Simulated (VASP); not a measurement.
# HfC (Pm-3m) in VASP: settings compared

The runs below take HfC through single point, with PBE, PBE+D3(BJ).

Program: VASP 6.6.1. These are calculated values, not measurements. Logs are shortened: lines on timing, memory, paths and dates and some standing lists are left out, and cuts for length are marked.

## (1) The cell of the first run

The structure is cubic, space group Pm-3m (No. 221). The conventional cell has a = 2.901 Å, b = 2.901 Å, c = 2.901 Å, α = 90.00°, β = 90.00°, γ = 90.00°. Hf (site symmetry m-3m) has 8 C at 2.51 Å and 6 Hf at 2.90 Å within 3.3 Å. C (site symmetry m-3m) has 8 Hf at 2.51 Å and 6 C at 2.90 Å within 3.3 Å.

## (2) Single point, PBE

Input file INCAR:

```
ALGO = Normal
EDIFF = 1E-7
ENCUT = 520
GGA = PE
ISIF = 2
ISMEAR = 0
LASPH = True
LCHARG = False
LREAL = False
LWAVE = False
NBANDS = 14
NELM = 100
PREC = Accurate
SIGMA = 0.05
```

Input file KPOINTS:

```
k-points
0
Gamma
  18 18 18
```

Input file POSCAR:

```
HfC
1.0
    2.9008889300      0.0000000000      0.0000000000
    0.0000000000      2.9008889300      0.0000000000
    0.0000000000      0.0000000000      2.9008889300
Hf C
1 1
Direct
    0.0000000000      0.0000000000      0.0000000000
    0.5000000000      0.5000000000      0.5000000000
```

Potentials or basis: VASP PAW PBE potentials, release 64 (Hf_pv, C).

Started as:

```bash
$ cat potpaw_PBE.64/Hf_pv/POTCAR potpaw_PBE.64/C/POTCAR > POTCAR
$ mpirun -np 1 vasp_std > vasp.out
```

OUTCAR:

```text
EDIFF = 1E-7
   ENCUT = 520
   GGA = PE
   ISIF = 2
   ISMEAR = 0
   LASPH = True
   LREAL = False
   NELM = 100
   PREC = Accurate

 ion  position               nearest neighbor table
   1  0.000  0.000  0.000-   2 2.51   2 2.51   2 2.51   2 2.51   2 2.51   2 2.51   2 2.51   2 2.51

   2  0.500  0.500  0.500-   1 2.51   1 2.51   1 2.51   1 2.51   1 2.51   1 2.51   1 2.51   1 2.51

  LATTYP: Found a simple cubic cell.
 ALAT       =     2.9008889300

  Lattice vectors:

 A1 = (   2.9008889300,   0.0000000000,   0.0000000000)
 A2 = (   0.0000000000,   2.9008889300,   0.0000000000)
 A3 = (   0.0000000000,   0.0000000000,   2.9008889300)

Analysis of symmetry for initial positions (statically):
=====================================================================
 Subroutine PRICEL returns:
 Original cell was already a primitive cell.

 Routine SETGRP: Setting up the symmetry group for a
 simple cubic supercell.

 Subroutine GETGRP returns: Found 48 space group operations
 (whereof 48 operations were pure point group operations)
 out of a pool of 48 trial point group operations.

The static configuration has the point symmetry O_h .

Analysis of symmetry for dynamics (positions and initial velocities):
=====================================================================
 Subroutine PRICEL returns:
 Original cell was already a primitive cell.

 Routine SETGRP: Setting up the symmetry group for a
 simple cubic supercell.

 Subroutine GETGRP returns: Found 48 space group operations
 (whereof 48 operations were pure point group operations)
 out of a pool of 48 trial point group operations.

The dynamic configuration has the point symmetry O_h .

 Subroutine INISYM returns: Found 48 space group operations
 (whereof 48 operations are pure point group operations),
 and found     1 'primitive' translations

----------------------------------------------------------------------------------------

                                     Primitive cell

  volume of cell :      24.4114

  direct lattice vectors                    reciprocal lattice vectors
     2.900888930  0.000000000  0.000000000     0.344721919  0.000000000  0.000000000
     0.000000000  2.900888930  0.000000000     0.000000000  0.344721919  0.000000000
     0.000000000  0.000000000  2.900888930     0.000000000  0.000000000  0.344721919

  length of vectors
     2.900888930  2.900888930  2.900888930     0.344721919  0.344721919  0.344721919

  position of ions in fractional coordinates (direct lattice)
     0.000000000  0.000000000  0.000000000
     0.500000000  0.500000000  0.500000000

  ion indices of the primitive-cell ions
   primitive index   ion index
                 1           1
                 2           2

----------------------------------------------------------------------------------------

 KPOINTS: k-points

Automatic generation of k-mesh.
 Grid dimensions read from file:
 generate k-points for:   18   18   18

 Generating k-lattice:

  Cartesian coordinates                     Fractional coordinates (reciprocal lattice)
     0.019151218  0.000000000  0.000000000     0.055555556  0.000000000  0.000000000
     0.000000000  0.019151218  0.000000000     0.000000000  0.055555556  0.000000000
     0.000000000  0.000000000  0.019151218     0.000000000  0.000000000  0.055555556

  Length of vectors
     0.019151218  0.019151218  0.019151218

  Shift w.r.t. Gamma in fractional coordinates (k-lattice)
     0.000000000  0.000000000  0.000000000

 Subroutine IBZKPT returns following result:
 ===========================================

 Found    220 irreducible k-points:

 Following reciprocal coordinates:
            Coordinates               Weight
  0.000000  0.000000  0.000000      1.000000
  0.055556  0.000000  0.000000      6.000000
  0.111111  0.000000  0.000000      6.000000
  0.166667  0.000000  0.000000      6.000000
  0.222222  0.000000  0.000000      6.000000
  0.277778  0.000000  0.000000      6.000000
[... 16 lines left out ...]
  0.277778  0.111111  0.000000     24.000000
  0.333333  0.111111  0.000000     24.000000
 [... further k-points ...]
   k-points           NKPTS =    220   k-points in BZ     NKDIM =    220   number of bands    NBANDS=     14
   number of dos      NEDOS =    301   number of ions     NIONS =      2
   total plane-waves  NPLWV =  13824
   dimension x,y,z NGX =    24 NGY =   24 NGZ =   24
   dimension x,y,z NGXF=    48 NGYF=   48 NGZF=   48
   ions per type =               1   1
   NGX,Y,Z   is equivalent  to a cutoff of  13.75, 13.75, 13.75 a.u.
   NGXF,Y,Z  is equivalent  to a cutoff of  27.51, 27.51, 27.51 a.u.
 SYSTEM =  unknown system
   PREC   = accura    normal or accurate (medium, high low for compatibility)
   ISTART =      0    job   : 0-new  1-cont  2-samecut
   ICHARG =      2    charge: 1-file 2-atom 10-const
   ISPIN  =      1    spin polarized calculation?
   LNONCOLLINEAR =      F non collinear calculations
   LSORBIT =      F    spin-orbit coupling
   LASPH  =      T    aspherical Exc in radial PAW
   ENCUT  =  520.0 eV  38.22 Ry    6.18 a.u.   5.39  5.39  5.39*2*pi/ulx,y,z
   NELM   =    100;   NELMIN=  2; NELMDL= -5     # of ELM steps
   EDIFF  = 0.1E-06   stopping-criterion for ELM
   LREAL  =      F    real-space projection
   EDIFFG = 0.1E-05   stopping-criterion for IOM
   NSW    =      0    number of steps for IOM
   IBRION =     -1    ionic relax: 0-MD 1-quasi-New 2-CG
   NFREE  =      0    steps in history (QN), initial steepest desc. (CG)
   ISIF   =      2    stress and relaxation
   ISYM   =      2    0-nonsym 1-usesym 2-fastsym
   POTIM  = 0.5000    time-step for ionic-motion
   TEBEG  =    0.0;   TEEND  =   0.0 temperature during run
   PSTRESS=    0.0 pullay stress
   NELECT =      14.0000    total number of electrons
   NUPDOWN=      -1.0000    fix difference up-down
   EMIN   =  10.00;   EMAX   =-10.00  energy-range for DOS
   EFERMI =   0.00;   METHOD = LEGACY
   ISMEAR =     0;   SIGMA  =   0.05  broadening in eV -4-tet -1-fermi 0-gaus
   EFERMI_NEDOS =   21; number of points for ismear=-14 and -15
   IALGO  =     38    algorithm
   IMIX   =      4    mixing-type and parameters
     AMIX     =   0.40;   BMIX     =  1.00
     AMIX_MAG =   1.60;   BMIX_MAG =  1.00
  volume/ion in A,a.u.               =      12.21        82.37
  Fermi-wavevector in a.u.,A,eV,Ry     =   1.360149  2.570308 25.170841  1.850005
  Thomas-Fermi vector in A             =   2.486836
   LORBIT       =      0    0 simple, 1 ext, 2 COOP (PROOUT), +10 PAW based schemes
   GGA     = PE    functional components
   LHFCALC =     F    Hartree Fock is set to
   AEXX    =    0.0000 exact exchange contribution
   IVDW    =     0    specifies the selected vdW correction
   LEPSILON=     F    determine dielectric tensor
   LRPA    =     F    only Hartree local field effects (RPA)
 non-spin polarized calculation
 Gauss-broadening in eV      SIGMA  =   0.05
  energy-cutoff  :      520.00
  volume of cell :       24.41
 maximum number of plane-waves:       691
 NGX is ok and might be reduce to    24
   NGX = 11   NGY = 11   NGZ = 11

 number of electron      14.0000002 magnetization

 Free energy of the ion-electron system (eV)
  ---------------------------------------------------
  ext. energy  EPLUGINS =         0.00000000
  ---------------------------------------------------
  free energy    TOTEN  =       -18.34358887 eV

  energy without entropy =      -18.34114848  energy(sigma->0) =      -18.34236867

 E-fermi :   6.5788     XC(G=0): -12.5376

 val. band max:        6.5774715664   @ k =   0.3889   0.2778   0.0556
 cond. band min:       6.5809785317   @ k =   0.5000   0.2222   0.2222
 fundamental gap:      0.0035069653
 Fermi energy:         6.5787742848

 k-point     1 :       0.0000    0.0000    0.0000
  band No.  band energies     occupation
      1     -23.4076      2.00000
      2     -23.4076      2.00000
      3     -23.4076      2.00000
      4      -6.1697      2.00000
      5       4.6868      2.00000
      6       4.6868      2.00000
      7       7.6652      0.00000
      8       7.6652      0.00000
      9       7.6652      0.00000
     10      12.7042      0.00000
     11      12.7042      0.00000
     12      12.7042      0.00000
     13      13.0638      0.00000
     14      19.8176      0.00000

 k-point     2 :       0.0556    0.0000    0.0000
  band No.  band energies     occupation
      1     -23.4415      2.00000
      2     -23.4046      2.00000
      3     -23.4046      2.00000
      4      -6.1030      2.00000
      5       4.6485      2.00000
      6       4.7162      2.00000
      7       7.5824      0.00000
      8       7.5824      0.00000
      9       7.6169      0.00000
     10      12.7201      0.00000
     11      12.7716      0.00000
     12      12.7716      0.00000
     13      13.2409      0.00000
     14      19.8177      0.00000

 k-point     3 :       0.1111    0.0000    0.0000
  band No.  band energies     occupation
      1     -23.5381      2.00000
      2     -23.3959      2.00000
      3     -23.3959      2.00000
      4      -5.9073      2.00000
      5       4.4518      2.00000
      6       4.8024      2.00000
      7       7.3544      0.00000
      8       7.3544      0.00000
      9       7.6272      0.00000
     10      12.7659      0.00000
     11      12.9600      0.00000
     12      12.9600      0.00000
     13      13.6937      0.00000
     14      19.8177      0.00000

 k-point     4 :       0.1667    0.0000    0.0000
  band No.  band energies     occupation
      1     -23.6830      2.00000
      2     -23.3826      2.00000
      3     -23.3826      2.00000
      4      -5.5948      2.00000
      5       3.9768      2.00000
      6       4.9393      2.00000
      7       7.0303      0.00000
      8       7.0303      0.00000
      9       7.9515      0.00000
     10      12.8372      0.00000
     11      13.2389      0.00000
     12      13.2389      0.00000
     13      14.2737      0.00000
     14      19.8178      0.00000

 k-point     5 :       0.2222    0.0000    0.0000
  band No.  band energies     occupation
      1     -23.8562      2.00000
      2     -23.3661      2.00000
      3     -23.3661      2.00000
      4      -5.1824      2.00000
      5       3.2602      2.00000
      6       5.1161      2.00000
      7       6.6655      0.01420
      8       6.6655      0.01420
      9       8.6498      0.00000
     10      12.9268      0.00000
     11      13.5756      0.00000
[... 276 lines left out ...]
 k-point    22 :       0.2222    0.1111    0.0000
  band No.  band energies     occupation
      1     -23.8413      2.00000
      2     -23.4915      2.00000
      3     -23.3550      2.00000
      4      -4.9775      2.00000
      5       3.3484      2.00000
      6       4.8713      2.00000
      7       6.4807      1.99447
      8       6.6736      0.00732
      9       9.1263      0.00000
     10      12.0689      0.00000
     11      12.7647      0.00000
     12      14.2046      0.00000
     13      15.7324      0.00000
     14      19.8183      0.00000

 k-point    23 :       0.2778    0.1111    0.0000
  band No.  band energies     occupation
      1     -24.0186      2.00000
      2     -23.4724      2.00000
      3     -23.3377      2.00000
      4      -4.5213      2.00000
      5       2.5271      2.00000
      6       5.0246      2.00000
      7       6.3872      2.00000
      8       6.3985      2.00000
      9       9.9370      0.00000
     10      12.1375      0.00000
     11      13.0494      0.00000
     12      14.3771      0.00000
     13      16.1622      0.00000
     14      19.6029      0.00000

 k-point    24 :       0.3333    0.1111    0.0000
  band No.  band energies     occupation
      1     -24.1808      2.00000
      2     -23.4543      2.00000
      3     -23.3214      2.00000
      4      -4.0227      2.00000
      5       1.7130      2.00000
      6       5.1510      2.00000
      7       6.1230      2.00000
      8       6.2719      2.00000
      9      10.9796      0.00000
     10      12.2776      0.00000
     11      13.3983      0.00000
     12      14.4615      0.00000
     13      16.4893      0.00000
     14      18.7998      0.00000

 [... further k-points ...]
[... 5 lines left out ...]
  --------------------------------------------------------------------------------------
  -------------------------------------------------------------------------------------
  Total       -0.1967400     -0.1967400     -0.1967400     -0.0000000     -0.0000000     -0.0000000
  in kB      -12.9124868    -12.9124868    -12.9124868     -0.0000000     -0.0000000     -0.0000000
  external PRESSURE =     -12.9124868 kB  Pullay stress =       0.0000000 kB

 VOLUME and BASIS-vectors are now :
 -----------------------------------------------------------------------------
  energy-cutoff  :      520.00
  volume of cell :       24.41
      direct lattice vectors                 reciprocal lattice vectors
     2.900888930  0.000000000  0.000000000     0.344721919  0.000000000  0.000000000
     0.000000000  2.900888930  0.000000000     0.000000000  0.344721919  0.000000000
     0.000000000  0.000000000  2.900888930     0.000000000  0.000000000  0.344721919

 POSITION                                       TOTAL-FORCE (eV/Angst)
 -----------------------------------------------------------------------------------
      0.00000      0.00000      0.00000         0.000000      0.000000      0.000000
      1.45044      1.45044      1.45044         0.000000      0.000000      0.000000
 -----------------------------------------------------------------------------------
    total drift:                                0.000000      0.000000     -0.000000

  FREE ENERGIE OF THE ION-ELECTRON SYSTEM (eV)
  ---------------------------------------------------
  free  energy   TOTEN  =       -18.3435888665 eV

  energy  without entropy=      -18.3411484828  energy(sigma->0) =      -18.34236867
```

Run time: 22 s. Hardware: 1 thread of Intel Xeon 6975P-C (Granite Rapids), shared host; peak memory 0.2 GiB.

Results:

```yaml
Free_energy: -18.3436 eV
Pressure: -1.3 GPa
Band_gap_on_the_k_mesh: zero (band 7 reaches 7.67 eV, above the bottom of band 8 at 5.75 eV)
```

Caveat: spin-orbit coupling is left out, which moves the levels of the heavy elements.

## (3) Single point, PBE+D3(BJ)

Input file INCAR:

```
PREC     = Accurate       # precision mode
ENCUT    = 520            # plane-wave cutoff, eV
EDIFF    = 1E-7           # SCF threshold, eV
ISMEAR   = 0              # smearing method
SIGMA    = 0.05           # smearing width, eV
LREAL    = False          # projectors in reciprocal space
LASPH    = True           # aspherical terms in the spheres
NELM     = 80             # most SCF steps
ALGO     = Normal         # electronic algorithm
ISIF     = 2              # what is computed and relaxed
LWAVE    = False          # write WAVECAR
LCHARG   = False          # write CHGCAR
GGA      = PE             # functional
IVDW     = 12             # dispersion correction
NBANDS   = 14             # bands
```

Input file KPOINTS:

```
regular mesh
0
Gamma
  18 18 18
```

POSCAR is that of step 2.

Potentials or basis: VASP PAW PBE potentials, release 64 (Hf_pv, C).

Started as:

```bash
$ cat potpaw_PBE.64/Hf_pv/POTCAR potpaw_PBE.64/C/POTCAR > POTCAR
$ mpirun -np 1 vasp_std > vasp.out
```

Run time: 28 s. Hardware: 1 thread of Intel Xeon 6975P-C (Granite Rapids), shared host; peak memory 0.21 GiB.

The run converged. Its results:

| Property | Result |
| --- | --- |
| Free energy | -19.0771 eV |
| Pressure | -6.3 GPa |
| Band gap on the k mesh | zero (band 7 reaches 7.67 eV, above the bottom of band 8 at 5.75 eV) |
| Dispersion energy per atom | -0.367 eV |

Levels at points of the mesh, in eV from the Fermi level:
```csv
k point,band 5,band 6,band 7,band 8,band 9,band 10
"(0.00, 0.00, 0.00)",-1.89,-1.89,1.09,1.09,1.09,6.13
"(0.50, 0.00, 0.00)",-6.72,-1.03,-1.03,-0.72,6.69,6.82
"(0.50, 0.50, 0.00)",-2.61,-2.61,-1.16,1.96,3.13,3.13
"(0.50, 0.50, 0.50)",-5.47,-5.47,-5.47,8.76,8.76,8.76
```

Caveat: spin-orbit coupling is left out, which moves the levels of the heavy elements; pairwise dispersion overbinds metals, which lowers pressure and volume.

(Part 1 of 2 ends here.)
